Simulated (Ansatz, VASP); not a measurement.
**Al in VASP and in Ansatz**

```
CELL_PARAMETERS angstrom
0.00000 1.99161 1.99161
1.99161 0.00000 1.99161
1.99161 1.99161 0.00000
ATOMIC_POSITIONS crystal
Al 0.00000 0.00000 0.00000
```

Alike in both runs: task single point; functional LDA; k mesh 14 × 14 × 14; occupations fermi-dirac, width 0.6 eV; no spin polarisation.

|  | VASP | Ansatz |
| --- | --- | --- |
| version | VASP 6.6.1 | Ansatz 0.2.0 |
| potentials or method | VASP PAW LDA potentials, release 64 (Al), cutoff 520 eV | plane waves (420 eV) with PAW, scalar-relativistic |
| valence electrons in the cell | 3 | 3 |

|  | VASP | Ansatz | Ansatz less VASP |
| --- | --- | --- | --- |
| pressure (GPa) | 1.8 | 1.7 | -0.08 |

Ansatz warns that its potentials were made for another functional, while VASP's fit it. LDA's correlation is that of Perdew and Zunger in VASP and of Perdew and Wang (1992) in Ansatz.
